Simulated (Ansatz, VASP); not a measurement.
Ca: VASP beside Ansatz

File INCAR:

```
SYSTEM = Ca
PREC = Accurate
ENCUT = 520
EDIFF = 1E-6
ISMEAR = -1
SIGMA = 0.1
LREAL = .FALSE.
LASPH = .TRUE.
NELM = 80
ALGO = Normal
ISIF = 2
LWAVE = .FALSE.
LCHARG = .FALSE.
NBANDS = 11
```

The input KPOINTS:

```
Automatic mesh
0
G
  10 10 10
  0 0 0
```

POSCAR

```
Ca
1.0
    0.0000000000      2.6714532750      2.6714532750
    2.6714532750      0.0000000000      2.6714532750
    2.6714532750      2.6714532750      0.0000000000
Ca
1
Direct
    0.0000000000      0.0000000000      0.0000000000
```

Input for Ansatz:

```yaml
crystal:
  lattice:
    - [0.0, 2.671453275, 2.671453275]
    - [2.671453275, 0.0, 2.671453275]
    - [2.671453275, 2.671453275, 0.0]
  atoms:
    - { symbol: Ca, position: [0.0, 0.0, 0.0] }
hamiltonian:
  xc: lda
  pseudopotentials:
    kind: paw
    azcp:
      Ca: "pseudopotentials/Ca.paw.azcp"
basis:
  ecutwfc: 420
  fft_grid_basis: typed
kpoints:
  mp_grid: { grid: [10, 10, 10], shift: [0, 0, 0] }
magnetization:
  spin_polarized: false
scf:
  occupations: { method: fermi_dirac, width: 0.1 }
  lower_state_search: "off"
output:
  stress: true
```

Alike in both runs: task single point; functional LDA; k mesh 10 × 10 × 10; occupations fermi-dirac, width 0.1 eV; no spin polarisation.

```csv
,VASP,Ansatz
version,VASP 6.6.1,Ansatz 0.2.0
potentials or method,"VASP PAW LDA potentials, release 64 (Ca_sv), cutoff 520 eV","plane waves (420 eV) with PAW, scalar-relativistic"
valence electrons in the cell,10,10
```

|  | VASP | Ansatz | Ansatz less VASP |
| --- | --- | --- | --- |
| pressure (GPa) | 0.0 | 0.0 | 0.00 |

Ansatz warns that its potentials were made for another functional, while VASP's fit it. LDA's correlation is that of Perdew and Zunger in VASP and of Perdew and Wang (1992) in Ansatz.
